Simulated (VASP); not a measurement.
# Ag (R-3m) in VASP: further runs

Runs on Ag. Level: r2SCAN. Tasks: single point.

All numbers are computed with VASP 6.6.1; they aren't measurements. Logs are shortened: lines on timing, memory, paths and dates and some standing lists are left out, and cuts for length are marked.

## (1) The cell of the first run

The structure is trigonal, space group R-3m (No. 166). Conventional cell: a = 5.900 Å, b = 5.900 Å, c = 1.807 Å, α = 90.00°, β = 90.00°, γ = 120.00°. Within 2.4 Å of Ag (site symmetry -3m) lie 2 Ag at 1.81 Å.

## (2) Single point, r2SCAN

POSCAR reads:

```
Ag
1.0
   -2.4336588803      1.7383277716      1.7383277716
    1.7383277716     -2.4336588803      1.7383277716
    1.7383277716      1.7383277716     -2.4336588803
Ag
1
Direct
    0.0000000000      0.0000000000      0.0000000000
```

INCAR.step1 reads:

```
PREC = Accurate ; ENCUT = 520
ISMEAR = 0 ; SIGMA = 0.15
LREAL = F ; LASPH = T
NELM = 60 ; NBANDS = 12
GGA = PE ; ALGO = Normal
EDIFF = 1E-4 ; LWAVE = T
LCHARG = F
```

INCAR.step2 reads:

```
PREC = Accurate ; ENCUT = 520
EDIFF = 1E-6 ; ISMEAR = 0
SIGMA = 0.15 ; LREAL = F
LASPH = T ; NELM = 60
ALGO = Normal ; ISIF = 2
LWAVE = F ; LCHARG = T
METAGGA = R2SCAN ; LMIXTAU = T
LELF = T ; LVHAR = T
NBANDS = 12 ; ISTART = 1
```

KPOINTS reads:

```
regular mesh
0
Gamma
  22 22 22
```

Potentials or basis: VASP PAW PBE potentials, release 64 (Ag).

Launch:

```bash
cat potpaw_PBE.64/Ag/POTCAR > POTCAR
cp INCAR.step1 INCAR
mpirun -np 1 vasp_std > vasp.out
cp INCAR.step2 INCAR
mpirun -np 1 vasp_std > vasp.out
```

OUTCAR:

```text
PREC = Accurate
   ENCUT = 520
   EDIFF = 1E-6
   ISMEAR = 0
   LREAL = F
   LASPH = T
   NELM = 60
   ISIF = 2
   METAGGA = R2SCAN
   ISTART = 1

 ion  position               nearest neighbor table
   1  0.000  0.000  0.000-

  LATTYP: Found a trigonal (rhomboedric) cell.
 ALAT       =     3.4592285887
 COS(alpha) =    -0.4545454546

  Lattice vectors:

 A1 = (  -2.4336588803,   1.7383277716,   1.7383277716)
 A2 = (   1.7383277716,  -2.4336588803,   1.7383277716)
 A3 = (   1.7383277716,   1.7383277716,  -2.4336588803)

Analysis of symmetry for initial positions (statically):
=====================================================================
 Subroutine PRICEL returns:
 Original cell was already a primitive cell.

 Routine SETGRP: Setting up the symmetry group for a
 trigonal (rhombohedral) supercell.

 Subroutine GETGRP returns: Found 12 space group operations
 (whereof 12 operations were pure point group operations)
 out of a pool of 12 trial point group operations.

The static configuration has the point symmetry D_3d.

Analysis of symmetry for dynamics (positions and initial velocities):
=====================================================================
 Subroutine PRICEL returns:
 Original cell was already a primitive cell.

 Routine SETGRP: Setting up the symmetry group for a
 trigonal (rhombohedral) supercell.

 Subroutine GETGRP returns: Found 12 space group operations
 (whereof 12 operations were pure point group operations)
 out of a pool of 12 trial point group operations.

The dynamic configuration has the point symmetry D_3d.

 Subroutine INISYM returns: Found 12 space group operations
 (whereof 12 operations are pure point group operations),
 and found     1 'primitive' translations

----------------------------------------------------------------------------------------

                                     Primitive cell

  volume of cell :      18.1538

  direct lattice vectors                    reciprocal lattice vectors
    -2.433658880  1.738327772  1.738327772     0.159795973  0.399489933  0.399489933
     1.738327772 -2.433658880  1.738327772     0.399489933  0.159795973  0.399489933
     1.738327772  1.738327772 -2.433658880     0.399489933  0.399489933  0.159795973

  length of vectors
     3.459228589  3.459228589  3.459228589     0.587127895  0.587127895  0.587127895

  position of ions in fractional coordinates (direct lattice)
     0.000000000  0.000000000  0.000000000

  ion indices of the primitive-cell ions
   primitive index   ion index
                 1           1

----------------------------------------------------------------------------------------

 KPOINTS: regular mesh

Automatic generation of k-mesh.
 Grid dimensions read from file:
 generate k-points for:   22   22   22

 Generating k-lattice:

  Cartesian coordinates                     Fractional coordinates (reciprocal lattice)
     0.007263453  0.018158633  0.018158633     0.045454545 -0.000000000 -0.000000000
     0.018158633  0.007263453  0.018158633    -0.000000000  0.045454545 -0.000000000
     0.018158633  0.018158633  0.007263453    -0.000000000 -0.000000000  0.045454545

  Length of vectors
     0.026687632  0.026687632  0.026687632

  Shift w.r.t. Gamma in fractional coordinates (k-lattice)
     0.000000000  0.000000000  0.000000000

 Subroutine IBZKPT returns following result:
 ===========================================

 Found   1024 irreducible k-points:

 Following reciprocal coordinates:
            Coordinates               Weight
  0.000000  0.000000  0.000000      1.000000
  0.045455 -0.000000 -0.000000      6.000000
  0.090909 -0.000000 -0.000000      6.000000
  0.136364 -0.000000 -0.000000      6.000000
  0.181818  0.000000  0.000000      6.000000
  0.227273 -0.000000 -0.000000      6.000000
[... 16 lines left out ...]
  0.500000  0.045455 -0.000000     12.000000
 -0.454545  0.045455  0.000000     12.000000
 [... further k-points ...]
   k-points           NKPTS =   1024   k-points in BZ     NKDIM =   1024   number of bands    NBANDS=     12
   number of dos      NEDOS =    301   number of ions     NIONS =      1
   total plane-waves  NPLWV =  21952
   dimension x,y,z NGX =    28 NGY =   28 NGZ =   28
   dimension x,y,z NGXF=    56 NGYF=   56 NGZF=   56
   ions per type =               1
   NGX,Y,Z   is equivalent  to a cutoff of  13.46, 13.46, 13.46 a.u.
   NGXF,Y,Z  is equivalent  to a cutoff of  26.91, 26.91, 26.91 a.u.
 SYSTEM =  unknown system
   PREC   = accura    normal or accurate (medium, high low for compatibility)
   ISTART =      1    job   : 0-new  1-cont  2-samecut
   ICHARG =      0    charge: 1-file 2-atom 10-const
   ISPIN  =      1    spin polarized calculation?
   LNONCOLLINEAR =      F non collinear calculations
   LSORBIT =      F    spin-orbit coupling
   LASPH  =      T    aspherical Exc in radial PAW
   ENCUT  =  520.0 eV  38.22 Ry    6.18 a.u.   6.43  6.43  6.43*2*pi/ulx,y,z
[... 65 lines left out ...]
      7      18.3564      0.00000
      8      18.3564      0.00000
      9      19.4628      0.00000
     10      24.0294      0.00000
     11      24.0294      0.00000
     12      28.1060      0.00000

 k-point     2 :       0.0455   -0.0000   -0.0000
  band No.  band energies     occupation
      1      -4.9341      2.00000
      2       0.9092      2.00000
      3       1.1991      2.00000
      4       1.2075      2.00000
      5       7.2330      2.00000
      6       7.2349      2.00000
      7      18.6175      0.00000
      8      18.6696      0.00000
      9      19.5415      0.00000
     10      24.1352      0.00000
     11      24.1865      0.00000
     12      28.2392      0.00000

 k-point     3 :       0.0909   -0.0000   -0.0000
  band No.  band energies     occupation
      1      -4.1933      2.00000
      2       1.2878      2.00000
      3       1.3318      2.00000
      4       1.3693      2.00000
      5       6.1742      2.00000
      6       6.1780      2.00000
      7      19.2183      0.00000
      8      19.3340      0.00000
      9      19.8883      0.00000
     10      24.4565      0.00000
     11      24.6702      0.00000
     12      28.6753      0.00000

 k-point     4 :       0.1364   -0.0000   -0.0000
  band No.  band energies     occupation
      1      -3.0275      2.00000
      2       1.5464      2.00000
      3       1.6105      2.00000
      4       1.9451      2.00000
      5       4.7724      2.00000
      6       4.7861      2.00000
      7      19.7397      0.00000
      8      19.8486      0.00000
      9      20.8275      0.00000
     10      24.9715      0.00000
     11      25.4937      0.00000
     12      29.4967      0.00000

 k-point     5 :       0.1818    0.0000    0.0000
  band No.  band energies     occupation
      1      -1.5518      2.00000
      2       1.8291      2.00000
      3       1.9423      2.00000
      4       2.6344      2.00000
      5       3.2556      2.00000
      6       3.5729      2.00000
      7      20.0469      0.00000
      8      20.3657      0.00000
      9      22.0358      0.00000
     10      25.6035      0.00000
     11      26.6258      0.00000
     12      30.7457      0.00000
[... 228 lines left out ...]
      1      -3.0638      2.00000
      2      -2.9149      2.00000
      3       3.8454      2.00000
      4       4.0516      2.00000
      5       6.6616      2.00000
      6      14.0057      0.00000
      7      21.5894      0.00000
      8      22.9258      0.00000
      9      24.4171      0.00000
     10      27.6363      0.00000
     11      29.2408      0.00000
     12      31.1750      0.00000

 k-point    22 :       0.4545    0.0455    0.0000
  band No.  band energies     occupation
      1      -3.2190      2.00000
      2      -3.0613      2.00000
      3       3.9119      2.00000
      4       4.1355      2.00000
      5       7.0744      2.00000
      6      14.7245      0.00000
      7      20.6653      0.00000
      8      22.7147      0.00000
      9      24.2237      0.00000
     10      27.5733      0.00000
     11      29.6746      0.00000
     12      30.9469      0.00000

 k-point    23 :       0.5000    0.0455   -0.0000
  band No.  band energies     occupation
      1      -3.0833      2.00000
      2      -2.9174      2.00000
      3       3.8374      2.00000
      4       4.0782      2.00000
      5       6.8495      2.00000
      6      14.2321      0.00000
      7      21.0930      0.00000
      8      22.1436      0.00000
      9      23.5191      0.00000
     10      28.1928      0.00000
     11      29.8541      0.00000
     12      31.2159      0.00000

 k-point    24 :      -0.4545    0.0455    0.0000
  band No.  band energies     occupation
      1      -2.6609      2.00000
      2      -2.4870      2.00000
      3       3.6321      2.00000
      4       3.8859      2.00000
      5       6.0517      2.00000
      6      12.7749      0.00000
      7      21.3808      0.00000
      8      22.3967      0.00000
      9      22.9111      0.00000
     10      29.1748      0.00000
     11      29.3535      0.00000
     12      30.5505      0.00000

 [... further k-points ...]

------------------------ aborting loop because EDIFF is reached ----------------------------------------

  FORCE on cell =-STRESS in cart. coord.  units (eV):
  Direction    XX          YY          ZZ          XY          YZ          ZX
  --------------------------------------------------------------------------------------
  -------------------------------------------------------------------------------------
  Total       16.4031259     16.4031259     16.4031259     16.9013396     16.9013396     16.9013396
  in kB     1447.6662899   1447.6662899   1447.6662899   1491.6363925   1491.6363925   1491.6363925
  external PRESSURE =    1447.6662899 kB  Pullay stress =       0.0000000 kB

 VOLUME and BASIS-vectors are now :
 -----------------------------------------------------------------------------
  energy-cutoff  :      520.00
  volume of cell :       18.15
      direct lattice vectors                 reciprocal lattice vectors
    -2.433658880  1.738327772  1.738327772     0.159795973  0.399489933  0.399489933
     1.738327772 -2.433658880  1.738327772     0.399489933  0.159795973  0.399489933
     1.738327772  1.738327772 -2.433658880     0.399489933  0.399489933  0.159795973

 POSITION                                       TOTAL-FORCE (eV/Angst)
 -----------------------------------------------------------------------------------
      0.00000      0.00000      0.00000         0.000000     -0.000000     -0.000000
 -----------------------------------------------------------------------------------
    total drift:                                0.000000     -0.000000      0.000000

  FREE ENERGIE OF THE ION-ELECTRON SYSTEM (eV)
  ---------------------------------------------------
  free  energy   TOTEN  =       -13.4886394386 eV

  energy  without entropy=      -13.4861210280  energy(sigma->0) =      -13.48738023
```

Wall time 20 min (1 thread of Intel Xeon Platinum 8259CL at 2.50GHz (Skylake/Cascade Lake), shared host); peak memory 0.35 GiB.

Results:

* Free energy: -13.4886 eV
* Pressure: 144.8 GPa
* Band gap on the k mesh: zero (an odd number of electrons rules out a gap without spin polarisation)

Stress tensor (GPa, compression positive):
```
144.77 149.16 149.16
149.16 144.77 149.16
149.16 149.16 144.77
```

Caveat: atoms lie so close that the PAW spheres overlap strongly, which falsifies energies and pressures; the cell stands under pressure; the PAW data sets were made with another functional, which shifts forces and pressure a little.

## (3) Single point, r2SCAN

This run uses another cell than the first one, of the same volume but with other edges.

POSCAR reads:

```
Ag
1.0
   -2.0352828653      1.6764791990      1.6764791990
    1.6764791990     -2.0352828653      1.6764791990
    1.6764791990      1.6764791990     -2.0352828653
Ag
1
Direct
    0.0000000000      0.0000000000      0.0000000000
```

INCAR.step1 reads:

```
SYSTEM = Ag
ALGO = Normal
EDIFF = 1E-4
ENCUT = 520
GGA = PE
ISMEAR = 0
LASPH = .True.
LCHARG = .False.
LREAL = .False.
LWAVE = .True.
NBANDS = 12
NELM = 100
PREC = Accurate
SIGMA = 0.15
```

INCAR.step2 reads:

```
SYSTEM = Ag
ALGO = Normal
EDIFF = 1E-7
ENCUT = 520
ISIF = 2
ISMEAR = 0
ISTART = 1
LASPH = .True.
LCHARG = .False.
LMIXTAU = .True.
LREAL = .False.
LWAVE = .False.
METAGGA = R2SCAN
NBANDS = 12
NELM = 100
PREC = Accurate
SIGMA = 0.15
```

KPOINTS reads:

```
k-points
0
Gamma
  22 22 22
  0 0 0
```

Potentials or basis: VASP PAW PBE potentials, release 64 (Ag).

Launch:

```bash
cat potpaw_PBE.64/Ag/POTCAR > POTCAR
cp INCAR.step1 INCAR
mpirun -np 1 vasp_std > vasp.out
cp INCAR.step2 INCAR
mpirun -np 1 vasp_std > vasp.out
```

Run time: 9.4 min. Hardware: 1 thread of Intel Xeon Platinum 8259CL at 2.50GHz (Skylake/Cascade Lake), shared host; peak memory 0.32 GiB.

Results (log left out):

```
Free energy            : -20.3724 eV
Pressure               : 22.5 GPa
Band gap on the k mesh : zero (an odd number of electrons rules out a gap without spin polarisation)
```

Stress tensor (GPa, compression positive):
```
22.49 34.07 34.07
34.07 22.49 34.07
34.07 34.07 22.49
```

Levels at points of the mesh, in eV from the Fermi level:
| k point | band 3 | band 4 | band 5 | band 6 | band 7 | band 8 |
| --- | --- | --- | --- | --- | --- | --- |
| (0.00, 0.00, 0.00) | -5.13 | -5.13 | -2.96 | -2.96 | 14.55 | 15.41 |
| (0.50, 0.00, 0.00) | -4.37 | -3.99 | -2.52 | 2.27 | 7.46 | 13.16 |
| (0.50, 0.50, 0.00) | -3.82 | -2.92 | -2.77 | -1.06 | 1.44 | 9.73 |
| (0.50, 0.50, 0.50) | -3.79 | -3.79 | -1.81 | 7.49 | 8.14 | 8.14 |

Caveat: the cell stands under pressure; the PAW data sets were made with another functional, which shifts forces and pressure a little.

## (4) Single point, r2SCAN

This run uses another cell than the first one, of the same volume but with other edges.

POSCAR reads:

```
Ag
1.0
   -1.2747011800      1.6782745266      1.6782745266
    1.6782745266     -1.2747011800      1.6782745266
    1.6782745266      1.6782745266     -1.2747011800
Ag
1
Direct
    0.0000000000      0.0000000000      0.0000000000
```

INCAR.step1 reads:

```
PREC     = Accurate       # precision mode
ENCUT    = 520            # plane-wave cutoff, eV
ISMEAR   = 0              # smearing method
SIGMA    = 0.15           # smearing width, eV
LREAL    = False          # projectors in reciprocal space
LASPH    = True           # aspherical terms in the spheres
NELM     = 100            # most SCF steps
NBANDS   = 12             # bands
GGA      = PE             # functional
ALGO     = Normal         # electronic algorithm
EDIFF    = 1E-4           # SCF threshold, eV
LWAVE    = True           # write WAVECAR
LCHARG   = False          # write CHGCAR
```

INCAR.step2 reads:

```
PREC     = Accurate       # precision mode
ENCUT    = 520            # plane-wave cutoff, eV
EDIFF    = 1E-6           # SCF threshold, eV
ISMEAR   = 0              # smearing method
SIGMA    = 0.15           # smearing width, eV
LREAL    = False          # projectors in reciprocal space
LASPH    = True           # aspherical terms in the spheres
NELM     = 100            # most SCF steps
ALGO     = Normal         # electronic algorithm
ISIF     = 2              # what is computed and relaxed
LWAVE    = False          # write WAVECAR
LCHARG   = False          # write CHGCAR
METAGGA  = R2SCAN         # meta-GGA
LMIXTAU  = True         
NBANDS   = 12             # bands
ISTART   = 1
```

KPOINTS reads:

```
Automatic mesh
0
Gamma
  22 22 22
```

Launch:

```bash
cat potpaw_PBE.64/Ag/POTCAR > POTCAR
cp INCAR.step1 INCAR
mpirun -np 1 vasp_std > vasp.out
cp INCAR.step2 INCAR
mpirun -np 1 vasp_std > vasp.out
```

Run time: 8.9 min. Hardware: 1 thread of Intel Xeon Platinum 8259CL at 2.50GHz (Skylake/Cascade Lake), shared host; peak memory 0.31 GiB.

It converged, with:

```
Free energy            : -21.1199 eV
Pressure               : 4.2 GPa
Band gap on the k mesh : zero (an odd number of electrons rules out a gap without spin polarisation)
```

Stress tensor (GPa, compression positive):
```
 4.16 -3.26 -3.26
-3.26  4.16 -3.26
-3.26 -3.26  4.16
```

Levels at points of the mesh, in eV from the Fermi level:
| k point | band 1 | band 2 | band 3 | band 4 | band 5 | band 6 | band 7 | band 8 | band 9 | band 10 |
| --- | --- | --- | --- | --- | --- | --- | --- | --- | --- | --- |
| (0.00, 0.00, 0.00) | -7.47 | -6.23 | -6.23 | -3.76 | -3.43 | -3.43 | 15.87 | 15.87 | 18.08 | 22.33 |
| (0.50, 0.00, 0.00) | -6.36 | -6.26 | -3.85 | -3.75 | -3.37 | -0.69 | 2.45 | 15.82 | 17.18 | 22.28 |
| (0.50, 0.50, 0.00) | -6.58 | -5.96 | -4.14 | -3.81 | -2.43 | 1.84 | 6.56 | 7.81 | 14.09 | 18.95 |
| (0.50, 0.50, 0.50) | -6.43 | -6.43 | -4.77 | -2.46 | -2.46 | 7.49 | 7.49 | 8.37 | 13.90 | 14.01 |

Caveat: the cell stands under pressure; the PAW data sets were made with another functional, which shifts forces and pressure a little.

## (5) Summary

```csv
cell,gap on the mesh (eV),pressure (GPa)
"a = 3.459 Å, angles 117.0°, 1 atom",none,144.8
"a = 3.125 Å, angles 114.3°, 1 atom",none,22.5
"a = 2.694 Å, angles 101.6°, 1 atom",none,4.2
```

Alike in all rows: task single point; level r2SCAN; potentials or basis VASP PAW PBE potentials, release 64 (Ag); no spin polarisation; k mesh 22 × 22 × 22; cutoff (eV) 520; smearing gaussian 0.15 eV.

Caveats: the cell stands under pressure; the PAW data sets were made with another functional, which shifts forces and pressure a little; atoms lie so close that the PAW spheres overlap strongly, which falsifies energies and pressures (at least some runs).

Total energies depend on the potentials used, so only differences within one code and one set of settings carry meaning.
